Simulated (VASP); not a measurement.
# Lu (Fm-3m) in VASP: notebook

Lu is run at these levels: PBEsol; tasks: single point, relaxation of cell and atoms.

Program: VASP 6.6.1. These are calculated values, not measurements. Logs are shortened: lines on timing, memory, paths and dates and some standing lists are left out, and cuts for length are marked.

### Step 1. The cell of the first run

It takes space group Fm-3m (No. 225, cubic). The conventional cell has a = 4.763 Å, b = 4.763 Å, c = 4.763 Å, α = 90.00°, β = 90.00°, γ = 90.00°. Lu (site symmetry m-3m) has 12 Lu at 3.37 Å within 4.4 Å.

This isn't the form of Lu at room conditions, which is hcp.

### Step 2. Single point, PBEsol

INCAR reads:

```
SYSTEM = Lu
  PREC = Accurate
  ENCUT = 520
  EDIFF = 1E-6
  ISMEAR = 1
  SIGMA = 0.1
  LREAL = .False.
  LASPH = .True.
  NELM = 60
  ALGO = Normal
  ISIF = 2
  LWAVE = .False.
  LCHARG = .False.
  GGA = PS
  NBANDS = 18
```

KPOINTS reads:

```
Automatic mesh
0
Gamma
  7 7 7
  0 0 0
```

POSCAR reads:

```
Lu
1.0
    0.0000000000      2.3815731961      2.3815731961
    2.3815731961      0.0000000000      2.3815731961
    2.3815731961      2.3815731961      0.0000000000
Lu
1
Direct
    0.0000000000      0.0000000000      0.0000000000
```

Potentials or basis: VASP PAW PBE potentials, release 64 (Lu).

Run with:

```sh
cat potpaw_PBE.64/Lu/POTCAR > POTCAR
mpirun -np 1 vasp_std > vasp.out
```

OUTCAR:

```text
SYSTEM = Lu
   PREC = Accurate
   ENCUT = 520
   EDIFF = 1E-6
   ISMEAR = 1
   LREAL = .False.
   LASPH = .True.
   NELM = 60
   ISIF = 2
   GGA = PS

 ion  position               nearest neighbor table
   1  0.000  0.000  0.000-

  LATTYP: Found a face centered cubic cell.
 ALAT       =     4.7631463922

  Lattice vectors:

 A1 = (   0.0000000000,   2.3815731961,   2.3815731961)
 A2 = (   2.3815731961,   0.0000000000,   2.3815731961)
 A3 = (   2.3815731961,   2.3815731961,   0.0000000000)

Analysis of symmetry for initial positions (statically):
=====================================================================
 Subroutine PRICEL returns:
 Original cell was already a primitive cell.

 Routine SETGRP: Setting up the symmetry group for a
 face centered cubic supercell.

 Subroutine GETGRP returns: Found 48 space group operations
 (whereof 48 operations were pure point group operations)
 out of a pool of 48 trial point group operations.

The static configuration has the point symmetry O_h .

Analysis of symmetry for dynamics (positions and initial velocities):
=====================================================================
 Subroutine PRICEL returns:
 Original cell was already a primitive cell.

 Routine SETGRP: Setting up the symmetry group for a
 face centered cubic supercell.

 Subroutine GETGRP returns: Found 48 space group operations
 (whereof 48 operations were pure point group operations)
 out of a pool of 48 trial point group operations.

The dynamic configuration has the point symmetry O_h .

 Subroutine INISYM returns: Found 48 space group operations
 (whereof 48 operations are pure point group operations),
 and found     1 'primitive' translations

----------------------------------------------------------------------------------------

                                     Primitive cell

  volume of cell :      27.0160

  direct lattice vectors                    reciprocal lattice vectors
     0.000000000  2.381573196  2.381573196    -0.209945258  0.209945258  0.209945258
     2.381573196  0.000000000  2.381573196     0.209945258 -0.209945258  0.209945258
     2.381573196  2.381573196  0.000000000     0.209945258  0.209945258 -0.209945258

  length of vectors
     3.368053114  3.368053114  3.368053114     0.363635854  0.363635854  0.363635854

  position of ions in fractional coordinates (direct lattice)
     0.000000000  0.000000000  0.000000000

[... 66 lines left out ...]
   LSORBIT =      F    spin-orbit coupling
   LASPH  =      T    aspherical Exc in radial PAW
   ENCUT  =  520.0 eV  38.22 Ry    6.18 a.u.   6.26  6.26  6.26*2*pi/ulx,y,z
   NELM   =     60;   NELMIN=  2; NELMDL= -5     # of ELM steps
   EDIFF  = 0.1E-05   stopping-criterion for ELM
   LREAL  =      F    real-space projection
   EDIFFG = 0.1E-04   stopping-criterion for IOM
   NSW    =      0    number of steps for IOM
   IBRION =     -1    ionic relax: 0-MD 1-quasi-New 2-CG
   NFREE  =      0    steps in history (QN), initial steepest desc. (CG)
   ISIF   =      2    stress and relaxation
   ISYM   =      2    0-nonsym 1-usesym 2-fastsym
   POTIM  = 0.5000    time-step for ionic-motion
   TEBEG  =    0.0;   TEEND  =   0.0 temperature during run
   PSTRESS=    0.0 pullay stress
   NELECT =      25.0000    total number of electrons
   NUPDOWN=      -1.0000    fix difference up-down
   EMIN   =  10.00;   EMAX   =-10.00  energy-range for DOS
   EFERMI =   0.00;   METHOD = LEGACY
   ISMEAR =     1;   SIGMA  =   0.10  broadening in eV -4-tet -1-fermi 0-gaus
   EFERMI_NEDOS =   21; number of points for ismear=-14 and -15
   IALGO  =     38    algorithm
   IMIX   =      4    mixing-type and parameters
     AMIX     =   0.40;   BMIX     =  1.00
     AMIX_MAG =   1.60;   BMIX_MAG =  1.00
  volume/ion in A,a.u.               =      27.02       182.31
  Fermi-wavevector in a.u.,A,eV,Ry     =   1.595319  3.014716 34.627413  2.545043
  Thomas-Fermi vector in A             =   2.693256
   LORBIT       =      0    0 simple, 1 ext, 2 COOP (PROOUT), +10 PAW based schemes
   GGA     = PS    functional components
   LHFCALC =     F    Hartree Fock is set to
   AEXX    =    0.0000 exact exchange contribution
   IVDW    =     0    specifies the selected vdW correction
   LEPSILON=     F    determine dielectric tensor
   LRPA    =     F    only Hartree local field effects (RPA)
 non-spin polarized calculation
 Methfessel and Paxton  Order N= 1 SIGMA  =   0.10
  energy-cutoff  :      520.00
  volume of cell :       27.02
 maximum number of plane-waves:       739
 NGX is ok and might be reduce to    28
   NGX = 13   NGY = 13   NGZ = 13

 number of electron      24.9999997 magnetization

 Free energy of the ion-electron system (eV)
  ---------------------------------------------------
  ext. energy  EPLUGINS =         0.00000000
  ---------------------------------------------------
  free energy    TOTEN  =        -4.91942627 eV

  energy without entropy =       -4.91959612  energy(sigma->0) =       -4.91948288

 E-fermi :   2.5261     XC(G=0): -11.1418

 val. band max:        2.4248039578   @ k =   0.2857   0.2857   0.0000
 cond. band min:       2.5882554452   @ k =  -0.4286   0.1429   0.0000
 fundamental gap:      0.1634514875
 Fermi energy:         2.5261282569

 k-point     1 :       0.0000    0.0000    0.0000
  band No.  band energies     occupation
      1     -53.6104      2.00000
      2     -23.9762      2.00000
      3     -23.9762      2.00000
      4     -23.9762      2.00000
      5      -3.8473      2.00000
      6      -2.4601      2.00000
[... 397 lines left out ...]
      5      -2.4085      2.00000
      6      -2.3912      2.00000
[... 10 lines left out ...]
     17       9.5985      0.00000
     18      12.0090      0.00000

------------------------ aborting loop because EDIFF is reached ----------------------------------------

  FORCE on cell =-STRESS in cart. coord.  units (eV):
  Direction    XX          YY          ZZ          XY          YZ          ZX
  --------------------------------------------------------------------------------------
  -------------------------------------------------------------------------------------
  Total        0.0379145      0.0379145      0.0379145      0.0000000      0.0000000     -0.0000000
  in kB        2.2485092      2.2485092      2.2485092      0.0000000      0.0000000     -0.0000000
  external PRESSURE =       2.2485092 kB  Pullay stress =       0.0000000 kB

 VOLUME and BASIS-vectors are now :
 -----------------------------------------------------------------------------
  energy-cutoff  :      520.00
  volume of cell :       27.02
      direct lattice vectors                 reciprocal lattice vectors
     0.000000000  2.381573196  2.381573196    -0.209945258  0.209945258  0.209945258
     2.381573196  0.000000000  2.381573196     0.209945258 -0.209945258  0.209945258
     2.381573196  2.381573196  0.000000000     0.209945258  0.209945258 -0.209945258

 POSITION                                       TOTAL-FORCE (eV/Angst)
 -----------------------------------------------------------------------------------
      0.00000      0.00000      0.00000        -0.000000      0.000000     -0.000000
 -----------------------------------------------------------------------------------
    total drift:                               -0.000000     -0.000000     -0.000000

  FREE ENERGIE OF THE ION-ELECTRON SYSTEM (eV)
  ---------------------------------------------------
  free  energy   TOTEN  =        -4.9194262651 eV

  energy  without entropy=       -4.9195961240  energy(sigma->0) =       -4.91948288
```

OSZICAR:

```text
N       E                     dE             d eps       ncg     rms          rms(c)
DAV:   1     0.769288659695E+02    0.76929E+02   -0.10306E+04   904   0.461E+03
DAV:   2     0.995135004508E+00   -0.75934E+02   -0.74449E+02   748   0.363E+02
DAV:   3    -0.482504897959E+01   -0.58202E+01   -0.57554E+01   822   0.728E+01
DAV:   4    -0.501911874646E+01   -0.19407E+00   -0.19336E+00   974   0.113E+01
DAV:   5    -0.502432841921E+01   -0.52097E-02   -0.52076E-02   884   0.152E+00    0.337E+00
DAV:   6    -0.493572977222E+01    0.88599E-01   -0.29197E-01  1182   0.915E+00    0.143E+00
DAV:   7    -0.492100696057E+01    0.14723E-01   -0.27470E-02  1006   0.133E+00    0.367E-01
DAV:   8    -0.491930229270E+01    0.17047E-02   -0.52918E-03  1144   0.614E-01    0.893E-02
DAV:   9    -0.491943082617E+01   -0.12853E-03   -0.48355E-04   842   0.282E-01    0.591E-02
DAV:  10    -0.491942593139E+01    0.48948E-05   -0.75199E-05   970   0.905E-02    0.555E-03
DAV:  11    -0.491942626506E+01   -0.33366E-06   -0.18081E-06   674   0.115E-02
   1 F= -.49194263E+01 E0= -.49194829E+01  d E =0.169859E-03
```

Wall time 18 s (1 thread of Intel Xeon 8259CL, shared host); peak memory 0.17 GiB.

Results:

| Quantity | Value |
| --- | --- |
| Free energy | -4.9194 eV |
| Pressure | 0.2 GPa |
| Band gap on the k mesh | zero (an odd number of electrons rules out a gap without spin polarisation) |

Levels at points of the mesh, in eV from the Fermi level:
```csv
k point,band 8,band 9,band 10,band 11,band 12,band 13,band 14,band 15,band 16,band 17
"(0.00, 0.00, 0.00)",-4.93,-4.93,-4.83,-4.83,-4.83,2.21,2.21,2.21,4.80,4.80
```

Caveat: the PAW data sets were made with another functional, which shifts forces and pressure a little; spin-orbit coupling is left out, which moves the levels of the heavy elements.

### Step 3. Relaxation of cell and atoms, PBEsol

INCAR reads:

```
PREC = Accurate
ENCUT = 600
EDIFF = 1E-7
ISMEAR = 1
SIGMA = 0.1
LREAL = False
LASPH = True
NELM = 60
ALGO = Normal
ISIF = 3
LWAVE = False
LCHARG = False
GGA = PS
IBRION = 2
NSW = 80
EDIFFG = -0.03
```

KPOINTS reads:

```
regular mesh
0
Gamma
  7 7 7
```

POSCAR is that of step 2.

Potentials or basis: VASP PAW PBE potentials, release 64 (Lu).

Run with:

```sh
cat potpaw_PBE.64/Lu/POTCAR > POTCAR
mpirun -np 1 vasp_std > vasp.out
```

It took 42 s on 1 thread of Intel Xeon 8259CL, shared host; peak memory 0.17 GiB.

Results (log left out):

- Free energy: -4.9202 eV
- Relaxed volume: 27.19 Å³/atom
- Relaxed cell: a = 3.375 Å, b = 3.375 Å, c = 3.375 Å, α = 60.00°, β = 60.00°, γ = 60.00°
- Space group after relaxing (to 0.1 Å): Fm-3m (No. 225)
- Energy gained by relaxing: 0.1 meV/atom
- Ionic steps: 2
- Pressure after relaxing: 0.0 GPa
- Band gap on the k mesh: zero (an odd number of electrons rules out a gap without spin polarisation)

Step by step:
```tsv
step	energy change (eV)	largest force (eV/Å)	pressure (GPa)	volume (Å³)
1	0.0000	0.0000	0.26	27.02
2	-0.0001	0.0000	0.03	27.19
```

Final structure:
```yaml
crystal:
  lattice:
    - [0.00000, 2.38667, 2.38667]
    - [2.38667, 0.00000, 2.38667]
    - [2.38667, 2.38667, 0.00000]
  atoms:
    - { symbol: Lu, position: [0.00000, 0.00000, 0.00000] }
```

Levels at points of the mesh, in eV from the Fermi level:
```
           k point  band 10  band 11  band 12  band 13  band 14  band 15
(0.00, 0.00, 0.00)    -4.84    -4.84    -4.84     2.20     2.20     2.20
```

Caveat: the PAW data sets were made with another functional, which shifts forces and pressure a little; spin-orbit coupling is left out, which moves the levels of the heavy elements.

The gap in the log of VASP goes by the Fermi energy; the results here count the filled bands.